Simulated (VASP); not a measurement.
# CuI (F-43m) in VASP: further runs, part 2 of 3

VASP 6.6.1. Earlier steps stand in the parts before.

### 3 Electric field gradients, PBE (26.75 Å³/atom)

INCAR

```
ALGO = Normal
EDIFF = 1E-8
ENCUT = 520
GGA = PE
ISIF = 2
ISMEAR = -1
LASPH = True
LCHARG = False
LEFG = True
LREAL = False
LWAVE = False
NBANDS = 16
NELM = 100
PREC = Accurate
SIGMA = 0.03
```

KPOINTS

```
k-points
0
Gamma
  9 9 9
```

POSCAR

```
CuI
1.0
    0.0000000000      2.9905287613      2.9905287613
    2.9905287613      0.0000000000      2.9905287613
    2.9905287613      2.9905287613      0.0000000000
Cu I
1 1
Direct
    0.7500000000      0.7500000000      0.7500000000
    0.0000000000      0.0000000000      0.0000000000
```

Potentials or basis: VASP PAW PBE potentials, release 64 (Cu, I).

Started as:

```console
$ cat potpaw_PBE.64/Cu/POTCAR potpaw_PBE.64/I/POTCAR > POTCAR
$ mpirun -np 1 vasp_std > vasp.out
```

OUTCAR:

```text
EDIFF = 1E-8
   ENCUT = 520
   GGA = PE
   ISIF = 2
   ISMEAR = -1
   LASPH = True
   LREAL = False
   NELM = 100
   PREC = Accurate

 ion  position               nearest neighbor table
   1  0.750  0.750  0.750-   2 2.59   2 2.59   2 2.59   2 2.59
   2  0.000  0.000  0.000-   1 2.59   1 2.59   1 2.59   1 2.59

  LATTYP: Found a face centered cubic cell.
 ALAT       =     5.9810575226

  Lattice vectors:

 A1 = (   0.0000000000,   2.9905287613,   2.9905287613)
 A2 = (   2.9905287613,   0.0000000000,   2.9905287613)
 A3 = (   2.9905287613,   2.9905287613,   0.0000000000)

Analysis of symmetry for initial positions (statically):
=====================================================================
 Subroutine PRICEL returns:
 Original cell was already a primitive cell.

 Routine SETGRP: Setting up the symmetry group for a
 face centered cubic supercell.

 Subroutine GETGRP returns: Found 24 space group operations
 (whereof 24 operations were pure point group operations)
 out of a pool of 48 trial point group operations.

The static configuration has the point symmetry T_d .

Analysis of symmetry for dynamics (positions and initial velocities):
=====================================================================
 Subroutine PRICEL returns:
 Original cell was already a primitive cell.

 Routine SETGRP: Setting up the symmetry group for a
 face centered cubic supercell.

 Subroutine GETGRP returns: Found 24 space group operations
 (whereof 24 operations were pure point group operations)
 out of a pool of 48 trial point group operations.

The dynamic configuration has the point symmetry T_d .

 Subroutine INISYM returns: Found 24 space group operations
[... 148 lines left out ...]
 fundamental gap:      1.2558597273
 Fermi energy:         5.4998146486

 k-point     1 :       0.0000    0.0000    0.0000
  band No.  band energies     occupation
      1      -9.3493      2.00000
      2       1.0532      2.00000
      3       1.0532      2.00000
      4       1.0532      2.00000
      5       2.8551      2.00000
      6       2.8551      2.00000
[... 433 lines left out ...]
      3       0.9690      2.00000
      4       0.9690      2.00000
      5       2.7737      2.00000
      6       2.9448      2.00000
[... 8 lines left out ...]
     15      16.1516      0.00000
     16      17.5129      0.00000

 [... further k-points ...]
[... 5 lines left out ...]
  --------------------------------------------------------------------------------------
  -------------------------------------------------------------------------------------
  Total        0.7367851      0.7367851      0.7367851     -0.0000000     -0.0000000     -0.0000000
  in kB       22.0687351     22.0687351     22.0687351     -0.0000000     -0.0000000     -0.0000000
  external PRESSURE =      22.0687351 kB  Pullay stress =       0.0000000 kB

 VOLUME and BASIS-vectors are now :
 -----------------------------------------------------------------------------
  energy-cutoff  :      520.00
  volume of cell :       53.49
      direct lattice vectors                 reciprocal lattice vectors
     0.000000000  2.990528761  2.990528761    -0.167194513  0.167194513  0.167194513
     2.990528761  0.000000000  2.990528761     0.167194513 -0.167194513  0.167194513
     2.990528761  2.990528761  0.000000000     0.167194513  0.167194513 -0.167194513

 POSITION                                       TOTAL-FORCE (eV/Angst)
 -----------------------------------------------------------------------------------
      4.48579      4.48579      4.48579         0.000000     -0.000000      0.000000
      0.00000      0.00000      0.00000        -0.000000      0.000000     -0.000000
 -----------------------------------------------------------------------------------
    total drift:                               -0.000001     -0.000001     -0.000001

  FREE ENERGIE OF THE ION-ELECTRON SYSTEM (eV)
  ---------------------------------------------------
  free  energy   TOTEN  =        -5.5445501097 eV

  energy  without entropy=       -5.5445501097  energy(sigma->0) =       -5.54455011

 Electric field gradients (V/A^2)
---------------------------------------------------------------------
 ion       V_xx      V_yy      V_zz      V_xy      V_xz      V_yz
---------------------------------------------------------------------
   1       0.000    -0.000     0.000     0.002     0.002     0.002
   2      -0.000    -0.000    -0.000     0.000     0.000     0.000
---------------------------------------------------------------------

 Electric field gradients after diagonalization (V/A^2)
 (convention: |V_zz| > |V_xx| > |V_yy|)
----------------------------------------------------------------------
 ion       V_xx      V_yy      V_zz     asymmetry (V_yy - V_xx)/ V_zz
----------------------------------------------------------------------
   1      -0.002    -0.002     0.004       0.000
   2      -0.000    -0.000     0.000       0.000
----------------------------------------------------------------------

           NMR quadrupolar parameters

 Cq : quadrupolar parameter    Cq=e*Q*V_zz/h
 eta: asymmetry parameters     (V_yy - V_xx)/ V_zz
 Q  : nuclear electric quadrupole moment in mb (millibarn)
----------------------------------------------------------------------
 ion       Cq(MHz)       eta       Q (mb)
----------------------------------------------------------------------
   1       0.000       0.000       1.000
   2       0.000       0.000       1.000
----------------------------------------------------------------------
```

OSZICAR:

```text
N       E                     dE             d eps       ncg     rms          rms(c)
DAV:   1     0.925223623140E+02    0.92522E+02   -0.75152E+03  1120   0.119E+03
DAV:   2    -0.157172460863E+00   -0.92680E+02   -0.84107E+02  1216   0.229E+02
DAV:   3    -0.563249949732E+01   -0.54753E+01   -0.54107E+01  1520   0.594E+01
DAV:   4    -0.577922472762E+01   -0.14673E+00   -0.14668E+00  1312   0.906E+00
DAV:   5    -0.578735905812E+01   -0.81343E-02   -0.81341E-02  1752   0.239E+00    0.563E+00
DAV:   6    -0.570647621535E+01    0.80883E-01   -0.29119E+00  1168   0.468E+01    0.359E+00
DAV:   7    -0.554581872100E+01    0.16066E+00   -0.70112E-01  1200   0.282E+01    0.178E+00
DAV:   8    -0.554682717312E+01   -0.10085E-02   -0.36824E-02  1776   0.265E+00    0.484E-01
DAV:   9    -0.554437281075E+01    0.24544E-02   -0.88003E-03  1384   0.281E+00    0.153E-01
DAV:  10    -0.554454481735E+01   -0.17201E-03   -0.62160E-04  1392   0.154E-01    0.434E-02
DAV:  11    -0.554455307262E+01   -0.82553E-05   -0.22205E-04  1440   0.430E-01    0.356E-02
DAV:  12    -0.554455118216E+01    0.18905E-05   -0.15843E-05  1784   0.693E-02    0.262E-02
DAV:  13    -0.554454955402E+01    0.16281E-05   -0.41397E-06  1712   0.575E-02    0.677E-03
DAV:  14    -0.554455000090E+01   -0.44689E-06   -0.31062E-06  1832   0.406E-02    0.391E-03
DAV:  15    -0.554455003085E+01   -0.29948E-07   -0.15897E-07  1664   0.455E-03    0.285E-03
DAV:  16    -0.554455010491E+01   -0.74059E-07   -0.49279E-08  1808   0.446E-03    0.534E-04
DAV:  17    -0.554455010971E+01   -0.48040E-08   -0.42079E-09   760   0.426E-04
   1 F= -.55445501E+01 E0= -.55445501E+01  d E =-.824652E-11
```

Run time: 24 s. Hardware: 1 thread of Intel Xeon Platinum 8375C at 2.90GHz (Ice Lake), shared host; peak memory 0.19 GiB.

Results:

| Item | Value |
| --- | --- |
| Free energy | -5.5446 eV |
| Pressure | 2.2 GPa |
| Band gap on the k mesh | 1.26 eV |
| Largest electric field gradient by atom | under 0.05 V/Å² on every atom |

Levels at points of the mesh, in eV from the valence-band top:
```csv
k point,band 7,band 8,band 9,band 10,band 11,band 12
"(0.00, 0.00, 0.00)",0.00,0.00,0.00,1.26,4.83,4.83
```

Caveat: spin-orbit coupling is left out, which moves the levels of the heavy elements.

### 4 Electric field gradients, PBE (27.30 Å³/atom)

This run uses another cell than the first one, of 27.30 Å³/atom.

INCAR

```
SYSTEM = CuI
PREC = Accurate
ENCUT = 520
EDIFF = 1E-8
ISMEAR = -1
SIGMA = 0.03
LREAL = .FALSE.
LASPH = .TRUE.
NELM = 100
ALGO = Normal
ISIF = 2
LWAVE = .FALSE.
LCHARG = .FALSE.
GGA = PE
LEFG = .TRUE.
NBANDS = 16
```

KPOINTS

```
regular mesh
0
G
  9 9 9
  0 0 0
```

POSCAR

```
CuI
1.0
    0.0000000000      3.0111537494      3.0111537494
    3.0111537494      0.0000000000      3.0111537494
    3.0111537494      3.0111537494      0.0000000000
Cu I
1 1
Direct
    0.7500000000      0.7500000000      0.7500000000
    0.0000000000      0.0000000000      0.0000000000
```

Potentials or basis: VASP PAW PBE potentials, release 64 (Cu, I).

Started as:

```console
$ cat potpaw_PBE.64/Cu/POTCAR potpaw_PBE.64/I/POTCAR > POTCAR
$ mpirun -np 1 vasp_std > vasp.out
```

OUTCAR:

```text
SYSTEM = CuI
   PREC = Accurate
   ENCUT = 520
   EDIFF = 1E-8
   ISMEAR = -1
   LREAL = .FALSE.
   LASPH = .TRUE.
   NELM = 100
   ISIF = 2
   GGA = PE

 ion  position               nearest neighbor table
   1  0.750  0.750  0.750-   2 2.61   2 2.61   2 2.61   2 2.61
   2  0.000  0.000  0.000-   1 2.61   1 2.61   1 2.61   1 2.61

  LATTYP: Found a face centered cubic cell.
 ALAT       =     6.0223074988

  Lattice vectors:

 A1 = (   0.0000000000,   3.0111537494,   3.0111537494)
 A2 = (   3.0111537494,   0.0000000000,   3.0111537494)
 A3 = (   3.0111537494,   3.0111537494,   0.0000000000)

Analysis of symmetry for initial positions (statically):
=====================================================================
 Subroutine PRICEL returns:
 Original cell was already a primitive cell.

 Routine SETGRP: Setting up the symmetry group for a
 face centered cubic supercell.

 Subroutine GETGRP returns: Found 24 space group operations
[... 642 lines left out ...]
  volume of cell :       54.60
      direct lattice vectors                 reciprocal lattice vectors
     0.000000000  3.011153749  3.011153749    -0.166049309  0.166049309  0.166049309
     3.011153749  0.000000000  3.011153749     0.166049309 -0.166049309  0.166049309
     3.011153749  3.011153749  0.000000000     0.166049309  0.166049309 -0.166049309

 POSITION                                       TOTAL-FORCE (eV/Angst)
 -----------------------------------------------------------------------------------
      4.51673      4.51673      4.51673        -0.000000      0.000000      0.000000
      0.00000      0.00000      0.00000         0.000000     -0.000000     -0.000000
 -----------------------------------------------------------------------------------
    total drift:                               -0.000001     -0.000001     -0.000001

  FREE ENERGIE OF THE ION-ELECTRON SYSTEM (eV)
  ---------------------------------------------------
  free  energy   TOTEN  =        -5.5565832800 eV

  energy  without entropy=       -5.5565832800  energy(sigma->0) =       -5.55658328

 Electric field gradients (V/A^2)
---------------------------------------------------------------------
 ion       V_xx      V_yy      V_zz      V_xy      V_xz      V_yz
---------------------------------------------------------------------
   1       0.000     0.000    -0.000     0.000     0.000     0.000
   2      -0.000     0.000     0.000     0.000     0.000     0.000
---------------------------------------------------------------------

 Electric field gradients after diagonalization (V/A^2)
 (convention: |V_zz| > |V_xx| > |V_yy|)
----------------------------------------------------------------------
 ion       V_xx      V_yy      V_zz     asymmetry (V_yy - V_xx)/ V_zz
----------------------------------------------------------------------
   1      -0.000    -0.000     0.001       0.000
   2      -0.000    -0.000     0.000       0.000
----------------------------------------------------------------------

           NMR quadrupolar parameters

 Cq : quadrupolar parameter    Cq=e*Q*V_zz/h
 eta: asymmetry parameters     (V_yy - V_xx)/ V_zz
 Q  : nuclear electric quadrupole moment in mb (millibarn)
----------------------------------------------------------------------
 ion       Cq(MHz)       eta       Q (mb)
----------------------------------------------------------------------
   1       0.000       0.000       1.000
   2       0.000       0.000       1.000
----------------------------------------------------------------------
```

stdout:

```text
POSCAR found type information on POSCAR CuI
 POSCAR found :  2 types and       2 ions
 scaLAPACK will be used
 LDA part: xc-table for (Slater+PW92), standard interpolation
 POSCAR, INCAR and KPOINTS ok, starting setup
 FFT: planning ... GRIDC
 FFT: planning ... GRID_SOFT
 FFT: planning ... GRID
 WAVECAR not read
 entering main loop
ion   1

ion   2
```

Run time: 24 s. Hardware: 1 thread of Intel Xeon Platinum 8375C at 2.90GHz (Ice Lake), shared host; peak memory 0.19 GiB.

Results:

* Free energy: -5.5566 eV
* Pressure: 1.2 GPa
* Band gap on the k mesh: 1.20 eV
* Largest electric field gradient by atom: under 0.05 V/Å² on every atom

Levels at points of the mesh, in eV from the valence-band top:
```
           k point  band 7  band 8  band 9  band 10  band 11  band 12
(0.00, 0.00, 0.00)    0.00    0.00    0.00     1.20     4.85     4.85
```

Caveat: spin-orbit coupling is left out, which moves the levels of the heavy elements.

[end of part 2 of 3]
